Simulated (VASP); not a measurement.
Crystal: LiTa2H2.

```
Li Ta H
1.0
     3.69155    0.00000    0.00000
    -1.84577    3.19697    0.00000
     0.00000    0.00000    5.81966
Li Ta H
1 2 2
Direct
  0.00000 0.00000 0.00000
  0.33333 0.66667 0.64420
  0.66667 0.33333 0.35580
  0.33333 0.66667 0.26020
  0.66667 0.33333 0.73980
```

- Program: VASP 6.6.1
- Task: relaxation of cell and atoms
- Functional: PBE
- Potentials or basis: VASP PAW PBE potentials, release 64 (Li_sv, Ta_pv, H)
- Cutoff: 600 eV
- k mesh: 6 × 6 × 4
- Occupations: gaussian, width 0.1 eV
- Spin: no spin polarisation

At the start: pressure -10.1 GPa; volume 13.74 Å³/atom.

Q: Where does the relaxation end?

A: Over 37 steps the energy falls by 499.1 meV/atom and the volume is 11.34 Å³/atom (-17.4 %); space group P-3m1 (No. 164, to 0.05 Å).

The path:
| step | energy change (eV) | largest force (eV/Å) | pressure (GPa) | volume (Å³) |
| --- | --- | --- | --- | --- |
| 1 | 0.0000 | 0.6790 | -10.12 | 68.68 |
| 2 | -0.4316 | 1.6061 | 1.85 | 60.37 |
| 3 | -0.4376 | 1.7843 | 3.80 | 59.44 |
| 4 | -0.6403 | 0.5664 | 3.42 | 57.05 |
| 5 | -0.6494 | 0.1560 | 3.22 | 57.41 |
| 6 | -0.6862 | 0.4949 | 0.00 | 59.10 |
| 7 | -0.6958 | 0.8427 | -3.36 | 61.12 |
| 8 | -0.7113 | 0.7814 | -3.55 | 61.51 |
| 9 | -0.7515 | 0.5564 | -3.96 | 62.69 |
| 10 | -0.7986 | 0.1083 | -4.42 | 65.01 |
| 11 | -0.7564 | 1.2247 | -4.22 | 69.59 |
| 12 | -0.8077 | 0.3445 | -4.29 | 66.45 |
| 13 | -0.8772 | 0.4584 | -2.35 | 65.84 |
| 14 | -0.9353 | 0.8709 | 1.82 | 64.66 |
| 15 | -0.9380 | 1.0986 | 3.32 | 64.28 |
| 16 | -1.0254 | 1.0025 | 2.76 | 64.60 |
| 17 | -1.3331 | 2.0398 | 1.12 | 65.29 |
| 18 | -1.7308 | 0.6171 | 1.67 | 65.47 |
| 19 | -1.8395 | 1.3694 | 0.15 | 65.58 |
| 20 | -1.8591 | 0.9139 | 0.30 | 65.58 |
| 21 | -1.9378 | 0.5755 | -1.96 | 65.80 |
| 22 | -1.9773 | 0.5704 | -5.13 | 66.17 |
| 23 | -2.0217 | 0.5967 | -4.70 | 65.45 |
| 24 | -2.1326 | 0.6907 | -3.21 | 63.31 |
| 25 | -2.2171 | 0.9875 | 0.98 | 59.05 |
| 26 | -2.2888 | 0.6614 | 0.83 | 58.72 |
| 27 | -2.3436 | 0.6883 | 1.21 | 57.93 |
| 28 | -2.3989 | 0.6332 | 0.28 | 57.95 |
| 29 | -2.4707 | 0.5312 | -2.19 | 57.98 |
| 30 | -2.4923 | 0.1731 | -0.30 | 57.08 |
| 31 | -2.4931 | 0.0849 | 0.20 | 56.86 |
| 32 | -2.4942 | 0.0340 | -0.06 | 56.91 |
| 33 | -2.4945 | 0.0605 | -0.48 | 56.98 |
| 34 | -2.4946 | 0.0367 | -0.34 | 56.96 |
| 35 | -2.4950 | 0.0416 | -0.07 | 56.81 |
| 36 | -2.4951 | 0.0438 | 0.09 | 56.73 |
| 37 | -2.4953 | 0.0373 | 0.05 | 56.72 |

Final structure:
```
CELL_PARAMETERS angstrom
2.93840 0.00000 0.00000
-1.46920 2.54473 0.00000
0.00000 0.00000 7.58560
ATOMIC_POSITIONS crystal
Li 0.00000 0.00000 0.00000
Ta 0.33333 0.66667 0.66439
Ta 0.66667 0.33333 0.33561
H 0.33333 0.66667 0.18685
H 0.66667 0.33333 0.81315
```

Caveat: the cutoff is under 1.25 times the usual one of these potentials, so pressure, stress and relaxed cells hold a basis-set (Pulay) error; the volume moved by over 15 % at a fixed basis, so the end points are rough.
